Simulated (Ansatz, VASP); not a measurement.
# Two plane-wave programs on Ba

```
Ba
1.0
    -2.57046    2.57046    2.36482
     2.57046   -2.57046    2.36482
     2.57046    2.57046   -2.36482
Ba
1
Direct
  0.00000 0.00000 0.00000
```

Alike in both runs: task single point; functional PBE; k mesh 16 × 16 × 16; occupations gaussian, width 0.15 eV; no spin polarisation.

|  | VASP | Ansatz |
| --- | --- | --- |
| version | VASP 6.6.1 | Ansatz 0.2.0 |
| potentials or method | VASP PAW PBE potentials, release 64 (Ba_sv), cutoff 520 eV | scalar-relativistic, plane waves, PAW |
| valence electrons in the cell | 10 | 10 |

Ansatz gave:

| Item | Value |
| --- | --- |
| gap on the k mesh at the Fermi level (eV) | none |
| pressure (GPa) | 0.1 |
| traceless stress, the component that is largest in VASP (GPa) | 0.33 |

Question: Which values does VASP return?

Answer: gap on the k mesh at the Fermi level (eV): none; pressure (GPa): 0.2; traceless stress, the component that is largest in VASP (GPa): 0.33.

A gap of «none» marks a metal or a gap that the smearing closes.

Neither program's run includes spin-orbit coupling.
